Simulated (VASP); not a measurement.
## Ga16P16H (a cell with a defect): single point with PBE

System: Ga16P16H (a cell with a defect).

```xyz
33
Lattice="-5.5051 5.5051 -5.5051 5.5051 -5.5051 -5.5051 -5.5051 -5.5051 5.5051" Properties=species:S:1:pos:R:3 pbc="T T T"
Ga   -2.7526   -5.5051    2.7526
Ga   -8.2577   -2.7526    0.0000
Ga   -2.7526    0.0329   -2.7526
Ga   -5.5051   -2.7526    2.7526
Ga   -2.7526   -2.7526    0.0329
Ga   -5.5066   -5.5066   -5.5066
Ga   -5.5051    2.7526   -2.7526
Ga   -2.7526   -5.5380   -2.7526
Ga   -5.5066    0.0015    0.0015
Ga   -2.7526   -8.2577    0.0000
Ga    2.7526   -5.5051   -2.7526
Ga   -5.5380   -2.7526   -2.7526
Ga   -2.7526   -2.7526   -5.5380
Ga   -5.5037   -5.5037   -0.0015
Ga    0.0329   -2.7526   -2.7526
Ga    0.0015   -5.5066    0.0015
P    -1.3846   -6.8732    1.3681
P    -1.3846    1.3681   -6.8732
P    -1.4035   -1.4035   -4.1016
P    -4.1370   -4.1370    1.3846
P    -1.4035   -4.1016   -1.4035
P     1.3846   -1.3681   -1.3681
P    -4.1370    1.3846   -4.1370
P    -6.8732   -1.3846    1.3681
P    -4.1016   -1.4035   -1.4035
P    -1.3681    1.3846   -1.3681
P    -1.3681   -1.3681    1.3846
P    -4.1016   -4.1016   -4.1016
P    -6.8732    1.3681   -1.3846
P     1.3681   -1.3846   -6.8732
P     1.3846   -4.1370   -4.1370
P     1.3681   -6.8732   -1.3846
H    -2.7526   -2.7526   -2.7526
```

This cell differs from its parent crystal: with an interstitial atom, then relaxed in part.

| Quantity | Value |
| --- | --- |
| Program | VASP 6.6.1 |
| Task | single point |
| Functional | PBE |
| Potentials or basis | VASP PAW PBE potentials, release 64 (Ga_d, P, H) |
| Cutoff | 520 eV |
| k mesh | 3 × 3 × 3 |
| Occupations | gaussian, width 0.01 eV |
| Spin | no spin polarisation |
| Dipole correction | no |
| Charge | 1 |
| Further INCAR settings | LREAL = Auto; ALGO = Normal; EDIFF = 1e-07; NBANDS = 166; NELECT = 288.0 |

```yaml
Largest_force: 0.022 eV/Å
```

Forces in eV/Å, atoms in the order of the input:
```
Ga   0.000  0.000  0.000
Ga   0.000  0.000  0.000
Ga   0.000 -0.007  0.000
Ga   0.000  0.000  0.000
Ga   0.000  0.000 -0.007
Ga  -0.013 -0.013 -0.013
Ga   0.000  0.000  0.000
Ga   0.000  0.007  0.000
Ga  -0.013  0.013  0.013
Ga   0.000  0.000  0.000
Ga   0.000  0.000  0.000
Ga   0.007  0.000  0.000
Ga   0.000  0.000  0.007
Ga   0.013  0.013 -0.013
Ga  -0.007  0.000  0.000
Ga   0.013 -0.013  0.013
P    0.000  0.009 -0.009
P    0.000 -0.009  0.009
P   -0.007 -0.007  0.007
P   -0.009 -0.009  0.000
P   -0.007  0.007 -0.007
P    0.000  0.009  0.009
P   -0.009  0.000 -0.009
P    0.009  0.000 -0.009
P    0.007 -0.007 -0.007
P    0.009  0.000  0.009
P    0.009  0.009  0.000
P    0.007  0.007  0.007
P    0.009 -0.009  0.000
P   -0.009  0.000  0.009
P    0.000 -0.009 -0.009
P   -0.009  0.009  0.000
H    0.000  0.000  0.000
```

Levels at points of the mesh, in eV from the Fermi level:
```csv
k point,band 141,band 142,band 143,band 144,band 145,band 146,band 147,band 148
"(0.00, 0.00, 0.00)",-1.11,-0.21,0.01,0.01,0.01,1.60,1.76,1.76
```

It took 35 min on 1 thread of Oxide Virtual Turin-like Processor, with other jobs on the host, peak memory 0.87 GiB.

Caveat: the cell carries a net charge on a neutralising background, which shifts energy and pressure; the cell differs from its parent crystal (with an interstitial atom, then relaxed in part); the cell is charged against a uniform background, so pressure and absolute levels hang on convention.
